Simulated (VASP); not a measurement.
# Nb2Te (P6/mmm) in VASP: further runs

Nb2Te is run at these levels: PBE; tasks: single point, relaxation of cell and atoms.

Everything below comes from runs of VASP 6.6.1. Logs are shortened: lines on timing, memory, paths and dates and some standing lists are left out, and cuts for length are marked.

## 1. The cell of the first run

The structure is hexagonal, space group P6/mmm (No. 191). The conventional cell has a = 5.062 Å, b = 5.062 Å, c = 2.919 Å, α = 90.00°, β = 90.00°, γ = 120.00°. Nb (site symmetry -6m2) has 5 Nb at 2.92 Å and 3 Te at 2.92 Å within 3.8 Å. Te (site symmetry 6/mmm) has 2 Te at 2.92 Å and 6 Nb at 2.92 Å within 3.8 Å.

## 2. Single point, PBE

Input file INCAR:

```
ALGO = Fast
EDIFF = 1E-7
ENCUT = 520
GGA = PE
ISIF = 2
ISMEAR = 0
LASPH = True
LCHARG = True
LELF = True
LREAL = False
LVHAR = True
LWAVE = False
NBANDS = 23
NELM = 60
PREC = Accurate
SIGMA = 0.1
```

Input file KPOINTS:

```
k-points
0
Gamma
  12 12 16
```

Input file POSCAR:

```
Nb2Te
1.0
    5.0624011721      0.0000000000      0.0000000000
   -2.5312005861      4.3841680192      0.0000000000
    0.0000000000      0.0000000000      2.9194927266
Nb Te
2 1
Direct
    0.3333333333      0.6666666667      0.5000000000
    0.6666666667      0.3333333333      0.5000000000
    0.0000000000      0.0000000000      0.5000000000
```

Potentials or basis: VASP PAW PBE potentials, release 64 (Nb_sv, Te).

Command:

```sh
> cat potpaw_PBE.64/Nb_sv/POTCAR potpaw_PBE.64/Te/POTCAR > POTCAR
> mpirun -np 1 vasp_std > vasp.out
```

OUTCAR:

```text
EDIFF = 1E-7
   ENCUT = 520
   GGA = PE
   ISIF = 2
   ISMEAR = 0
   LASPH = True
   LREAL = False
   NELM = 60
   PREC = Accurate

 ion  position               nearest neighbor table
   1  0.333  0.667  0.500-   2 2.92   2 2.92   3 2.92   3 2.92   3 2.92   2 2.92
   2  0.667  0.333  0.500-   1 2.92   1 2.92   3 2.92   3 2.92   3 2.92   1 2.92
   3  0.000  0.000  0.500-   1 2.92   2 2.92   2 2.92   1 2.92   2 2.92   1 2.92

  LATTYP: Found a hexagonal cell.
 ALAT       =     5.0624011721
 C/A-ratio  =     0.5767011794

  Lattice vectors:

 A1 = (   5.0624011721,   0.0000000000,   0.0000000000)
 A2 = (  -2.5312005861,   4.3841680192,   0.0000000000)
 A3 = (   0.0000000000,   0.0000000000,   2.9194927266)

Analysis of symmetry for initial positions (statically):
=====================================================================
 Subroutine PRICEL returns:
 Original cell was already a primitive cell.

 Routine SETGRP: Setting up the symmetry group for a
 hexagonal supercell.

 Subroutine GETGRP returns: Found 24 space group operations
 (whereof 24 operations were pure point group operations)
 out of a pool of 24 trial point group operations.

The static configuration has the point symmetry D_6h.

Analysis of symmetry for dynamics (positions and initial velocities):
=====================================================================
 Subroutine PRICEL returns:
 Original cell was already a primitive cell.

 Routine SETGRP: Setting up the symmetry group for a
 hexagonal supercell.

 Subroutine GETGRP returns: Found 24 space group operations
 (whereof 24 operations were pure point group operations)
 out of a pool of 24 trial point group operations.

The dynamic configuration has the point symmetry D_6h.

 Subroutine INISYM returns: Found 24 space group operations
 (whereof 24 operations are pure point group operations),
 and found     1 'primitive' translations

----------------------------------------------------------------------------------------

                                     Primitive cell

  volume of cell :      64.7964

  direct lattice vectors                    reciprocal lattice vectors
     5.062401172  0.000000000  0.000000000     0.197534720  0.114046724  0.000000000
    -2.531200586  4.384168019  0.000000000     0.000000000  0.228093448  0.000000000
     0.000000000  0.000000000  2.919492727     0.000000000  0.000000000  0.342525258

  length of vectors
     5.062401172  5.062401172  2.919492727     0.228093448  0.228093448  0.342525258

  position of ions in fractional coordinates (direct lattice)
     0.333333333  0.666666667  0.500000000
     0.666666667  0.333333333  0.500000000
     0.000000000  0.000000000  0.500000000

  ion indices of the primitive-cell ions
   primitive index   ion index
                 1           1
                 2           2
                 3           3

----------------------------------------------------------------------------------------

 KPOINTS: k-points

Automatic generation of k-mesh.
 Grid dimensions read from file:
 generate k-points for:   12   12   16

 Generating k-lattice:

  Cartesian coordinates                     Fractional coordinates (reciprocal lattice)
     0.016461227  0.009503894  0.000000000     0.083333333  0.000000000  0.000000000
     0.000000000  0.019007787  0.000000000     0.000000000  0.083333333  0.000000000
     0.000000000  0.000000000  0.021407829     0.000000000  0.000000000  0.062500000

  Length of vectors
     0.019007787  0.019007787  0.021407829

  Shift w.r.t. Gamma in fractional coordinates (k-lattice)
     0.000000000  0.000000000  0.000000000

 Subroutine IBZKPT returns following result:
 ===========================================

 Found    171 irreducible k-points:

 Following reciprocal coordinates:
            Coordinates               Weight
  0.000000  0.000000  0.000000      1.000000
  0.083333  0.000000  0.000000      6.000000
  0.166667  0.000000  0.000000      6.000000
  0.250000  0.000000  0.000000      6.000000
  0.333333  0.000000  0.000000      6.000000
  0.416667  0.000000  0.000000      6.000000
[... 16 lines left out ...]
  0.250000  0.000000  0.062500     12.000000
  0.333333  0.000000  0.062500     12.000000
 [... further k-points ...]
   k-points           NKPTS =    171   k-points in BZ     NKDIM =    171   number of bands    NBANDS=     23
   number of dos      NEDOS =    301   number of ions     NIONS =      3
   total plane-waves  NPLWV =  38400
   dimension x,y,z NGX =    40 NGY =   40 NGZ =   24
   dimension x,y,z NGXF=    80 NGYF=   80 NGZF=   48
   ions per type =               2   1
   NGX,Y,Z   is equivalent  to a cutoff of  13.14, 13.14, 13.67 a.u.
   NGXF,Y,Z  is equivalent  to a cutoff of  26.27, 26.27, 27.33 a.u.
 SYSTEM =  unknown system
   PREC   = accura    normal or accurate (medium, high low for compatibility)
   ISTART =      0    job   : 0-new  1-cont  2-samecut
   ICHARG =      2    charge: 1-file 2-atom 10-const
   ISPIN  =      1    spin polarized calculation?
   LNONCOLLINEAR =      F non collinear calculations
   LSORBIT =      F    spin-orbit coupling
   LASPH  =      T    aspherical Exc in radial PAW
   ENCUT  =  520.0 eV  38.22 Ry    6.18 a.u.   9.41  9.41  5.43*2*pi/ulx,y,z
   NELM   =     60;   NELMIN=  2; NELMDL= -5     # of ELM steps
   EDIFF  = 0.1E-06   stopping-criterion for ELM
   LREAL  =      F    real-space projection
   EDIFFG = 0.1E-05   stopping-criterion for IOM
   NSW    =      0    number of steps for IOM
   IBRION =     -1    ionic relax: 0-MD 1-quasi-New 2-CG
   NFREE  =      0    steps in history (QN), initial steepest desc. (CG)
   ISIF   =      2    stress and relaxation
   ISYM   =      2    0-nonsym 1-usesym 2-fastsym
   POTIM  = 0.5000    time-step for ionic-motion
   TEBEG  =    0.0;   TEEND  =   0.0 temperature during run
   PSTRESS=    0.0 pullay stress
   NELECT =      32.0000    total number of electrons
   NUPDOWN=      -1.0000    fix difference up-down
   EMIN   =  10.00;   EMAX   =-10.00  energy-range for DOS
   EFERMI =   0.00;   METHOD = LEGACY
   ISMEAR =     0;   SIGMA  =   0.10  broadening in eV -4-tet -1-fermi 0-gaus
   EFERMI_NEDOS =   21; number of points for ismear=-14 and -15
   IALGO  =     68    algorithm
   IMIX   =      4    mixing-type and parameters
     AMIX     =   0.40;   BMIX     =  1.00
     AMIX_MAG =   1.60;   BMIX_MAG =  1.00
  volume/ion in A,a.u.               =      21.60       145.76
  Fermi-wavevector in a.u.,A,eV,Ry     =   1.294020  2.445344 22.782802  1.674489
  Thomas-Fermi vector in A             =   2.425629
   LORBIT       =      0    0 simple, 1 ext, 2 COOP (PROOUT), +10 PAW based schemes
   GGA     = PE    functional components
   LHFCALC =     F    Hartree Fock is set to
   AEXX    =    0.0000 exact exchange contribution
   IVDW    =     0    specifies the selected vdW correction
   LEPSILON=     F    determine dielectric tensor
   LRPA    =     F    only Hartree local field effects (RPA)
 non-spin polarized calculation
 RMM-DIIS sequential band-by-band and
 Gauss-broadening in eV      SIGMA  =   0.10
  energy-cutoff  :      520.00
  volume of cell :       64.80
 maximum number of plane-waves:      1766
 NGX is ok and might be reduce to    40
   NGX = 19   NGY = 19   NGZ = 11

 number of electron      32.0000000 magnetization

 Free energy of the ion-electron system (eV)
  ---------------------------------------------------
  ext. energy  EPLUGINS =         0.00000000
  ---------------------------------------------------
  free energy    TOTEN  =       -21.68699737 eV

  energy without entropy =      -21.66603345  energy(sigma->0) =      -21.67651541

 E-fermi :  10.4187     XC(G=0): -11.4224

 val. band max:       10.4149997717   @ k =   0.1667   0.0833   0.1875
 cond. band min:      10.4221361685   @ k =   0.1667   0.0000   0.4375
 fundamental gap:      0.0071363968
 Fermi energy:        10.4187212091

 k-point     1 :       0.0000    0.0000    0.0000
  band No.  band energies     occupation
      1     -44.6321      2.00000
      2     -44.5076      2.00000
      3     -20.9303      2.00000
      4     -20.9303      2.00000
      5     -20.4323      2.00000
      6     -20.4323      2.00000
[... 15 lines left out ...]
     22      13.6789      0.00000
     23      13.7730      0.00000

 k-point     2 :       0.0833    0.0000    0.0000
  band No.  band energies     occupation
      1     -44.6302      2.00000
      2     -44.5095      2.00000
      3     -20.9342      2.00000
      4     -20.9249      2.00000
      5     -20.4386      2.00000
      6     -20.4282      2.00000
[... 15 lines left out ...]
     22      13.4832      0.00000
     23      14.1034      0.00000

 k-point     3 :       0.1667    0.0000    0.0000
  band No.  band energies     occupation
      1     -44.6248      2.00000
      2     -44.5150      2.00000
      3     -20.9447      2.00000
      4     -20.9093      2.00000
      5     -20.4568      2.00000
      6     -20.4173      2.00000
[... 15 lines left out ...]
     22      13.5429      0.00000
     23      14.5173      0.00000

 k-point     4 :       0.2500    0.0000    0.0000
  band No.  band energies     occupation
      1     -44.6164      2.00000
      2     -44.5235      2.00000
      3     -20.9583      2.00000
      4     -20.8857      2.00000
      5     -20.4839      2.00000
      6     -20.4031      2.00000
[... 15 lines left out ...]
     22      13.6201      0.00000
     23      14.8857      0.00000

 k-point     5 :       0.3333    0.0000    0.0000
  band No.  band energies     occupation
      1     -44.6060      2.00000
      2     -44.5340      2.00000
      3     -20.9713      2.00000
      4     -20.8585      2.00000
      5     -20.5145      2.00000
      6     -20.3896      2.00000
[... 434 lines left out ...]
 k-point    22 :       0.1667    0.0000    0.0625
  band No.  band energies     occupation
      1     -44.6217      2.00000
      2     -44.5120      2.00000
      3     -20.9411      2.00000
      4     -20.9057      2.00000
      5     -20.4540      2.00000
      6     -20.4145      2.00000
[... 15 lines left out ...]
     22      13.3937      0.00000
     23      14.1315      0.00000

 k-point    23 :       0.2500    0.0000    0.0625
  band No.  band energies     occupation
      1     -44.6133      2.00000
      2     -44.5206      2.00000
      3     -20.9547      2.00000
      4     -20.8822      2.00000
      5     -20.4810      2.00000
      6     -20.4004      2.00000
[... 15 lines left out ...]
     22      13.4798      0.00000
     23      14.4524      0.00000

 k-point    24 :       0.3333    0.0000    0.0625
  band No.  band energies     occupation
      1     -44.6029      2.00000
      2     -44.5310      2.00000
      3     -20.9676      2.00000
      4     -20.8550      2.00000
      5     -20.5116      2.00000
      6     -20.3869      2.00000
[... 15 lines left out ...]
     22      13.5618      0.00000
     23      14.6524      0.00000

 [... further k-points ...]
[... 5 lines left out ...]
  --------------------------------------------------------------------------------------
  -------------------------------------------------------------------------------------
  Total       -0.0847970     -0.0847970     -0.0658477      0.0000000      0.0000000      0.0000000
  in kB       -2.0967164     -2.0967164     -1.6281709      0.0000000      0.0000000      0.0000000
  external PRESSURE =      -1.9405346 kB  Pullay stress =       0.0000000 kB

 VOLUME and BASIS-vectors are now :
 -----------------------------------------------------------------------------
  energy-cutoff  :      520.00
  volume of cell :       64.80
      direct lattice vectors                 reciprocal lattice vectors
     5.062401172  0.000000000  0.000000000     0.197534720  0.114046724  0.000000000
    -2.531200586  4.384168019  0.000000000     0.000000000  0.228093448  0.000000000
     0.000000000  0.000000000  2.919492727     0.000000000  0.000000000  0.342525258

 POSITION                                       TOTAL-FORCE (eV/Angst)
 -----------------------------------------------------------------------------------
     -0.00000      2.92278      1.45975         0.000000      0.000000     -0.000000
      2.53120      1.46139      1.45975        -0.000000      0.000000      0.000000
      0.00000      0.00000      1.45975        -0.000000      0.000000      0.000000
 -----------------------------------------------------------------------------------
    total drift:                                0.000000      0.000000      0.000000

  FREE ENERGIE OF THE ION-ELECTRON SYSTEM (eV)
  ---------------------------------------------------
  free  energy   TOTEN  =       -21.6869973703 eV

  energy  without entropy=      -21.6660334538  energy(sigma->0) =      -21.67651541
```

Run time: 4.8 min. Hardware: 1 thread of Intel Xeon 6975P-C (Granite Rapids), shared host; peak memory 0.36 GiB.

Results:

```
Free energy            : -21.6870 eV
Pressure               : -0.2 GPa
Band gap on the k mesh : zero (band 16 reaches 11.35 eV, above the bottom of band 17 at 9.40 eV)
```

Caveat: spin-orbit coupling is left out, which moves the levels of the heavy elements.

## 3. Relaxation of cell and atoms, PBE

Input file INCAR:

```
PREC = Accurate
ENCUT = 600
EDIFF = 1E-6
ISMEAR = 0
SIGMA = 0.1
LREAL = F
LASPH = T
NELM = 60
ALGO = Fast
ISIF = 3
LWAVE = F
LCHARG = F
GGA = PE
IBRION = 2
NSW = 100
EDIFFG = -0.01
```

Input file KPOINTS:

```
regular mesh
0
Gamma
  12 12 16
```

Input file POSCAR:

```
Nb2Te
1.0
    5.0408995021      0.0000000000      0.0000000000
   -2.5204497511      4.3655470268      0.0000000000
    0.0000000000      0.0000000000      2.9446966544
Nb Te
2 1
Direct
    0.3333333333      0.6666666667      0.5000000000
    0.6666666667      0.3333333333      0.5000000000
    0.0000000000      0.0000000000      0.5000000000
```

Potentials or basis: VASP PAW PBE potentials, release 64 (Nb_sv, Te).

Command:

```sh
> cat potpaw_PBE.64/Nb_sv/POTCAR potpaw_PBE.64/Te/POTCAR > POTCAR
> mpirun -np 1 vasp_std > vasp.out
```

Wall time 15 min (1 thread of Intel Xeon 6975P-C (Granite Rapids), shared host); peak memory 0.4 GiB.

The run converged. Its results:

| Quantity | Value |
| --- | --- |
| Free energy | -21.6868 eV |
| Relaxed volume | 21.57 Å³/atom |
| Relaxed cell | a = 5.059 Å, b = 5.059 Å, c = 2.919 Å, α = 90.00°, β = 90.00°, γ = 120.00° |
| Space group after relaxing (to 0.05 Å) | P6/mmm (No. 191) |
| Energy gained by relaxing | 0.8 meV/atom |
| Ionic steps | 10 |
| Pressure after relaxing | 0.0 GPa |
| Band gap on the k mesh | zero (band 16 reaches 11.38 eV, above the bottom of band 17 at 9.42 eV) |

Step by step:
```
step  energy change (eV)  largest force (eV/Å)  pressure (GPa)  volume (Å³)
   1              0.0000                0.0000            0.11        64.80
   2             -0.0019                0.0000           -0.38        64.94
   3             -0.0019                0.0000           -0.35        64.93
   4             -0.0019                0.0000           -0.35        64.94
   5             -0.0021                0.0000            0.33        64.52
   6             -0.0023                0.0000            0.08        64.68
   7             -0.0023                0.0000            0.07        64.69
   8             -0.0023                0.0000           -0.01        64.72
   9             -0.0023                0.0000            0.01        64.70
  10             -0.0023                0.0000           -0.01        64.71
```

Final structure:
```
Nb Te
1.0
     5.05932    0.00000    0.00000
    -2.52966    4.38150    0.00000
     0.00000    0.00000    2.91912
Nb Te
2 1
Direct
  0.33333 0.66667 0.50000
  0.66667 0.33333 0.50000
  0.00000 0.00000 0.50000
```

Levels at points of the mesh, in eV from the Fermi level:
```csv
k point,band 12,band 13,band 14,band 15,band 16,band 17,band 18,band 19,band 20
"(0.00, 0.00, 0.00)",-3.19,-1.47,-1.09,-0.78,-0.78,1.68,1.68,3.04,3.04
"(0.50, 0.00, 0.00)",-2.94,-2.30,-1.74,-1.24,0.80,1.16,1.22,1.45,2.35
"(0.00, 0.00, 0.50)",-3.84,-2.37,-2.37,-0.56,-0.56,0.29,0.29,0.52,2.41
"(0.50, 0.00, 0.50)",-3.26,-3.01,-1.56,-1.39,-1.03,0.35,0.67,1.74,1.89
```

Caveat: spin-orbit coupling is left out, which moves the levels of the heavy elements.
